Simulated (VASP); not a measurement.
Set up this calculation in VASP 6.6.1, as the native input.

- Task: single point
- Functional: LDA
- Potentials or basis: VASP PAW LDA potentials, release 64 (Mn_pv, O)
- Cutoff: 520 eV
- k mesh: 8 × 8 × 4
- Occupations: methfessel-paxton, width 0.05 eV
- Spin: collinear spin, antiferromagnetic start
- Starting moments: [2.8, -2.8, 0.0, 0.0] μB
- Dipole correction: no
- Further INCAR settings: ALGO = Normal; EDIFF = 1e-06; NBANDS = 31

The structure of MnO lies in POSCAR:

```
MnO
1.0
    3.3717000000      0.0000000000      0.0000000000
   -1.6858500000      2.9199780000      0.0000000000
    0.0000000000      0.0000000000      5.3855000000
Mn O
2 2
Direct
    0.3333330000      0.6666670000      0.0109600000
    0.6666670000      0.3333330000      0.5109600000
    0.3333330000      0.6666670000      0.3754700000
    0.6666670000      0.3333330000      0.8754700000
```

The input as run:

INCAR

```
SYSTEM = MnO
ALGO = Normal ; EDIFF = 1E-6
ENCUT = 520 ; ISIF = 2
ISMEAR = 1 ; ISPIN = 2
LASPH = .True. ; LCHARG = .False.
LMAXMIX = 4 ; LORBIT = 11
LREAL = .False. ; LWAVE = .False.
MAGMOM = 2.8 -2.8 0 0 ; NBANDS = 31
NELM = 150 ; PREC = Accurate
SIGMA = 0.05
```

KPOINTS

```
k-points
0
Gamma
  8 8 4
  0 0 0
```

Potentials or basis: VASP PAW LDA potentials, release 64 (Mn_pv, O).

Run with:

```console
$ cat potpaw_LDA.64/Mn_pv/POTCAR potpaw_LDA.64/O/POTCAR > POTCAR
$ mpirun -np 1 vasp_std > vasp.out
```

Results of the run:

- Pressure: -11.5 GPa
- Largest force: 0.104 eV/Å
- Band gap on the k mesh: zero (filled and empty bands overlap)
- Net moment: 0.00 μB per cell
- Site moments: Mn +4.12, -4.12; O -0.08, +0.08 μB
- Valence electrons inside the program's atomic spheres: Mn 11.46; O 4.96

Caveat: semilocal functionals often make such compounds metallic where correlation or magnetic order opens a gap, which also shifts bond lengths.

It took 110 s on 1 thread of Intel(R) Xeon(R) Platinum 8488C (Sapphire Rapids), with other jobs on the host, peak memory 0.2 GiB.
